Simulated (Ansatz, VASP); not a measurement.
## V in VASP and in Ansatz

```
CELL_PARAMETERS angstrom
-1.49918 1.49918 1.49918
1.49918 -1.49918 1.49918
1.49918 1.49918 -1.49918
ATOMIC_POSITIONS crystal
V 0.00000 0.00000 0.00000
```

Alike in both runs: task single point; functional PBE; k mesh 15 × 15 × 15; occupations methfessel-paxton of order 1, width 0.03 eV; no spin polarisation.

```csv
,VASP,Ansatz
version,VASP 6.6.1,Ansatz 0.2.0
potentials or method,"VASP PAW PBE potentials, release 64 (V_sv), cutoff 520 eV","plane waves (420 eV) with PAW, scalar-relativistic"
valence electrons in the cell,13,13
```

```tsv
	VASP	Ansatz	Ansatz less VASP
pressure (GPa)	-0.4	-0.6	-0.25
```
